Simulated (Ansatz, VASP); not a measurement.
**Bi: VASP beside Ansatz**

```
Bi
1.0
     0.00000    2.42934    2.42934
     2.42934    0.00000    2.42934
     2.42934    2.42934    0.00000
Bi
1
Direct
  0.00000 0.00000 0.00000
```

Change from the starting cell: volume scaled by 0.9, LAPW.

Alike in both runs: task single point; functional PBE; k mesh 14 × 14 × 14; occupations fermi-dirac, width 0.05 eV; no spin polarisation.

|  | VASP | Ansatz |
| --- | --- | --- |
| version | VASP 6.6.1 | Ansatz 0.2.0 |
| potentials or method | VASP PAW PBE potentials, release 64 (Bi_d), cutoff 520 eV | all-electron LAPW, scalar-relativistic |

```tsv
	VASP	Ansatz	Ansatz less VASP
pressure (GPa)	6.8	6.9	+0.08
```

Ansatz ran all-electron here, and VASP with PAW potentials.

Spin-orbit coupling is off throughout.
